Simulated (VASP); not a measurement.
# GaSbTe2S (Pmmm) in VASP: notebook, part 2 of 2

VASP 6.6.1. The steps go on from the part before.

## 4. Single point, PBE

This run uses another cell than the first one, of 33.46 Å³/atom.

The input, INCAR:

```
SYSTEM = GaSbTe2S
  PREC = Accurate
  ENCUT = 520
  EDIFF = 1E-6
  ISMEAR = 0
  SIGMA = 0.1
  LREAL = .False.
  LASPH = .True.
  NELM = 100
  ALGO = Normal
  ISIF = 2
  LWAVE = .False.
  LCHARG = .True.
  GGA = PE
  LELF = .True.
  LVHAR = .True.
  NBANDS = 26
```

The input, KPOINTS:

```
Automatic mesh
0
Gamma
  6 4 2
  0 0 0
```

The input, POSCAR:

```
GaSbTe2S
1.0
    3.6456401288      0.0000000000      0.0000000000
    0.0000000000      4.0873415401      0.0000000000
    0.0000000000      0.0000000000     11.2268424880
Ga Sb Te S
1 1 2 1
Direct
    0.0000000000      0.5000000000      0.0000000000
    0.0000000000      0.5000000000      0.5000000000
    0.0000000000      0.5000000000      0.2288918032
    0.0000000000      0.5000000000      0.7711081968
    0.5000000000      0.0000000000      0.5000000000
```

Command:

```
$ cat potpaw_PBE.64/Ga_d/POTCAR potpaw_PBE.64/Sb/POTCAR potpaw_PBE.64/Te/POTCAR potpaw_PBE.64/S/POTCAR > POTCAR
$ mpirun -np 1 vasp_std > vasp.out
```

It took 74 s on 1 thread of AMD EPYC 7R13 (Zen 3), shared host; peak memory 0.29 GiB.

It converged, with:

```
Free energy            : -16.4911 eV
Pressure               : -0.2 GPa
Largest force          : 0.013 eV/Å
Band gap on the k mesh : zero (bands 18 and 19 overlap by 2.04 eV)
```

Forces on the atoms (eV/Å):
```
Ga   0.000  0.000  0.000
Sb   0.000  0.000  0.000
Te   0.000  0.000 -0.013
Te   0.000  0.000  0.013
S    0.000  0.000  0.000
```

Stress tensor (GPa, compression positive):
```
-0.11  0.00  0.00
 0.00 -0.17  0.00
 0.00  0.00 -0.29
```

Levels at points of the mesh, in eV from the Fermi level:
| k point | band 15 | band 16 | band 17 | band 18 | band 19 | band 20 | band 21 | band 22 |
| --- | --- | --- | --- | --- | --- | --- | --- | --- |
| (0.00, 0.00, 0.00) | -0.48 | -0.23 | 0.57 | 0.70 | 0.95 | 1.67 | 3.40 | 3.68 |
| (0.50, 0.00, 0.00) | -1.62 | -1.13 | -1.07 | -0.66 | 0.23 | 0.46 | 0.57 | 1.26 |
| (0.00, 0.50, 0.00) | -1.50 | -0.41 | 0.06 | 0.35 | 0.80 | 1.04 | 1.23 | 1.49 |
| (0.50, 0.50, 0.00) | -2.72 | -2.00 | -1.80 | -1.74 | 0.64 | 1.59 | 1.78 | 1.94 |
| (0.00, 0.00, 0.50) | -0.56 | -0.23 | -0.13 | 0.66 | 1.00 | 3.36 | 3.50 | 3.67 |
| (0.50, 0.00, 0.50) | -1.94 | -1.45 | -0.91 | -0.63 | -0.61 | 0.16 | 0.23 | 0.87 |
| (0.00, 0.50, 0.50) | -1.96 | -1.88 | 0.14 | 0.42 | 0.66 | 0.69 | 0.95 | 1.74 |
| (0.50, 0.50, 0.50) | -2.13 | -1.98 | -1.80 | -1.56 | -0.91 | 0.48 | 1.41 | 3.78 |

Caveat: the k points lie up to 0.38 Å⁻¹ apart, too coarse for converged energies and pressures of a metal; spin-orbit coupling is left out, which moves the levels of the heavy elements.

## 5. Relaxation of cell and atoms, PBE

The input, INCAR:

```
SYSTEM = GaSbTe2S
  ALGO = Normal
  EDIFF = 1E-6
  EDIFFG = -0.04
  ENCUT = 600
  GGA = PE
  IBRION = 2
  ISIF = 3
  ISMEAR = 0
  LASPH = .TRUE.
  LCHARG = .FALSE.
  LREAL = .FALSE.
  LWAVE = .FALSE.
  NELM = 80
  NSW = 90
  PREC = Accurate
  SIGMA = 0.1
```

The input, KPOINTS:

```
k-points
0
G
  6 4 2
  0 0 0
```

The input, POSCAR:

```
GaSbTe2S
1.0
    3.4177823986      0.0000000000      0.0000000000
    0.0000000000      4.1681532576      0.0000000000
    0.0000000000      0.0000000000     11.4461898789
Ga Sb Te S
1 1 2 1
Direct
    0.0000000000      0.5000000000      0.0000000000
    0.0000000000      0.5000000000      0.5000000000
    0.0000000000      0.5000000000      0.2297201693
    0.0000000000      0.5000000000      0.7702798307
    0.5000000000      0.0000000000      0.5000000000
```

Potentials or basis: VASP PAW PBE potentials, release 64 (Ga_d, Sb, Te, S).

Command:

```
$ cat potpaw_PBE.64/Ga_d/POTCAR potpaw_PBE.64/Sb/POTCAR potpaw_PBE.64/Te/POTCAR potpaw_PBE.64/S/POTCAR > POTCAR
$ mpirun -np 1 vasp_std > vasp.out
```

OUTCAR:

```text
SYSTEM = GaSbTe2S
   EDIFF = 1E-6
   EDIFFG = -0.04
   ENCUT = 600
   GGA = PE
   IBRION = 2
   ISIF = 3
   ISMEAR = 0
   LASPH = .TRUE.
   LREAL = .FALSE.
   NELM = 80
   NSW = 90
   PREC = Accurate

 ion  position               nearest neighbor table
   1  0.000  0.500  0.000-   3 2.63   4 2.63
   2  0.000  0.500  0.500-   5 2.70   5 2.70   5 2.70   5 2.70   3 3.09   4 3.09
   3  0.000  0.500  0.230-   1 2.63   2 3.09
   4  0.000  0.500  0.770-   1 2.63   2 3.09
   5  0.500  0.000  0.500-   2 2.70   2 2.70   2 2.70   2 2.70

  LATTYP: Found a simple orthorhombic cell.
 ALAT       =     3.4177823986
 B/A-ratio  =     1.2195490442
 C/A-ratio  =     3.3490107163

  Lattice vectors:

 A1 = (   3.4177823986,   0.0000000000,   0.0000000000)
[... 295 lines left out ...]
  free  energy   TOTEN  =       -16.4525775394 eV

  energy  without entropy=      -16.4451043042  energy(sigma->0) =      -16.44884092

[... ionic steps 4 to 8 ...]

--------------------------------------- Ionic step        9  -------------------------------------------

 number of electron      35.9999996 magnetization

------------------------ aborting loop because EDIFF is reached ----------------------------------------
[... 73 lines left out ...]
--------------------------------------- Ionic step       11  -------------------------------------------

 number of electron      35.9999994 magnetization

 Free energy of the ion-electron system (eV)
  ---------------------------------------------------
  ext. energy  EPLUGINS =         0.00000000
  ---------------------------------------------------
  free energy    TOTEN  =       -16.49126004 eV

  energy without entropy =      -16.48130333  energy(sigma->0) =      -16.48628169

 E-fermi :   3.9449     XC(G=0):  -8.5363

 val. band max:        3.9357080383   @ k =   0.1667   0.0000   0.5000
 cond. band min:       4.0006508369   @ k =   0.0000   0.5000   0.0000
 fundamental gap:      0.0649427986
 Fermi energy:         3.9448510930

 k-point     1 :       0.0000    0.0000    0.0000
  band No.  band energies     occupation
      1     -11.5296      2.00000
      2     -11.4839      2.00000
      3     -11.4551      2.00000
      4     -11.4061      2.00000
      5     -11.4001      2.00000
      6     -10.2505      2.00000
[... 621 lines left out ...]
  FREE ENERGIE OF THE ION-ELECTRON SYSTEM (eV)
  ---------------------------------------------------
  free  energy   TOTEN  =       -16.4912600399 eV

  energy  without entropy=      -16.4813033315  energy(sigma->0) =      -16.48628169

 reached required accuracy - stopping structural energy minimisation
```

OSZICAR:

```text
N       E                     dE             d eps       ncg     rms          rms(c)
DAV:   1     0.268083931475E+03    0.26808E+03   -0.16063E+04  1056   0.176E+03
DAV:   2     0.181624647402E+02   -0.24992E+03   -0.24384E+03  1226   0.366E+02
DAV:   3    -0.152531476964E+02   -0.33416E+02   -0.31942E+02  1350   0.113E+02
DAV:   4    -0.169887875743E+02   -0.17356E+01   -0.17157E+01  1404   0.270E+01
[... 92 lines left out ...]
DAV:   2    -0.164917237834E+02    0.10152E-02   -0.26239E-03  1226   0.595E-01    0.119E-01
DAV:   3    -0.164913152820E+02    0.40850E-03   -0.49636E-04  1320   0.184E-01    0.444E-02
DAV:   4    -0.164912598926E+02    0.55389E-04   -0.12543E-04  1450   0.770E-02    0.166E-02
DAV:   5    -0.164912598390E+02    0.53586E-07   -0.15456E-05  1212   0.303E-02    0.107E-02
DAV:   6    -0.164912600399E+02   -0.20093E-06   -0.92726E-07   714   0.800E-03
  11 F= -.16491260E+02 E0= -.16486282E+02  d E =-.459990E-03
```

CONTCAR:

```text
GaSbTe2S
   1.00000000000000
     3.6351570310912580    0.0000000000000000    0.0000000000000000
     0.0000000000000000    4.0825120702357394    0.0000000000000000
     0.0000000000000000    0.0000000000000000   11.2006126662043641
  Ga              Sb              Te              S
     1     1     2     1
Direct
     0.0000000000000000    0.5000000000000000    0.0000000000000000
     0.0000000000000000    0.5000000000000000    0.5000000000000000
     0.0000000000000000    0.5000000000000000    0.2291242060200336
     1.0000000000000000    0.5000000000000000    0.7708757939799666
     0.5000000000000000    0.0000000000000000    0.5000000000000000

  0.00000000E+00  0.00000000E+00  0.00000000E+00
  0.00000000E+00  0.00000000E+00  0.00000000E+00
  0.00000000E+00  0.00000000E+00  0.00000000E+00
  0.00000000E+00  0.00000000E+00  0.00000000E+00
  0.00000000E+00  0.00000000E+00  0.00000000E+00
```

Wall time 8.6 min (1 thread of AMD EPYC 7R13 (Zen 3), shared host); peak memory 0.38 GiB.

What came out:

| Quantity | Value |
| --- | --- |
| Free energy | -16.4913 eV |
| Relaxed volume | 33.24 Å³/atom |
| Relaxed cell | a = 3.635 Å, b = 4.083 Å, c = 11.201 Å, α = 90.00°, β = 90.00°, γ = 90.00° |
| Space group after relaxing (to 0.1 Å) | Pmmm (No. 47) |
| Energy gained by relaxing | 22.5 meV/atom |
| Ionic steps | 11 |
| Pressure after relaxing | 0.0 GPa |
| Largest force after relaxing | 0.012 eV/Å |
| Band gap on the k mesh | zero (bands 18 and 19 overlap by 2.06 eV) |

Forces on the atoms (eV/Å):
```
Ga   0.000  0.000  0.000
Sb   0.000  0.000  0.000
Te   0.000  0.000 -0.012
Te   0.000  0.000  0.012
S    0.000  0.000  0.000
```

The path:
```
step  energy change (eV)  largest force (eV/Å)  pressure (GPa)  volume (Å³)
   1              0.0000                0.0008           -0.02       163.06
   2             -0.0645                0.0180            0.60       162.90
   3             -0.0739                0.0404            1.13       162.71
   4             -0.0759                0.0107            0.96       162.77
   5             -0.1036                0.0290           -0.12       167.78
   6             -0.1036                0.0283           -0.09       167.68
   7             -0.1097                0.0750           -0.30       167.47
   8             -0.1098                0.0695           -0.28       167.50
   9             -0.1122                0.0245            0.09       165.94
  10             -0.1122                0.0244            0.09       165.94
  11             -0.1126                0.0121            0.05       166.22
```

Final structure:
```
CELL_PARAMETERS angstrom
3.63516 0.00000 0.00000
0.00000 4.08251 0.00000
0.00000 0.00000 11.20061
ATOMIC_POSITIONS crystal
Ga 0.00000 0.50000 0.00000
Sb 0.00000 0.50000 0.50000
Te 0.00000 0.50000 0.22912
Te 0.00000 0.50000 0.77088
S 0.50000 0.00000 0.50000
```

Caveat: the k points lie up to 0.38 Å⁻¹ apart in the final cell, too coarse for converged energies and pressures of a metal; spin-orbit coupling is left out, which moves the levels of the heavy elements.

## 6. The runs side by side

```csv
task,cell,k mesh,cutoff (eV),gap on the mesh (eV),pressure (GPa),largest force (eV/Å)
single point,"a = 4.168, b = 11.446, c = 3.418 Å, 5 atoms, atomic positions A",6 × 4 × 4,520,none,0.0,0.02
single point,"a = 3.298, b = 7.105, c = 7.166 Å, 5 atoms, atomic positions B",6 × 4 × 4,520,none,93.4,14.25
single point,"a = 3.646, b = 4.087, c = 11.227 Å, 5 atoms, atomic positions C",6 × 4 × 2,520,none,-0.2,0.01
relaxation of cell and atoms,"relaxed from a = 3.418, b = 4.168, c = 11.446 Å, 5 atoms, atomic positions D",6 × 4 × 2,600,none,0.0,0.01
```

Alike in all rows: level PBE; potentials or basis VASP PAW PBE potentials, release 64 (Ga_d, Sb, Te, S); no spin polarisation; smearing gaussian 0.1 eV.

Caveats: some runs use coarse meshes; spin-orbit coupling is left out, which moves the levels of the heavy elements; atoms lie so close that the PAW spheres overlap strongly, which falsifies energies and pressures (at least some runs); the stress differs along the axes, from -3 to 276 GPa (at least some runs); this functional lacks dispersion, which binds layers or chains, so the pressure and a relaxed spacing across them are unreliable (at least some runs); forces of over 1 eV/Å act on the atoms, so gaps and moduli don't describe the material at rest (at least some runs).

Absolute energies hang on the potentials; compare differences alone.

The gap in the log of VASP goes by the Fermi energy; the results here count the filled bands.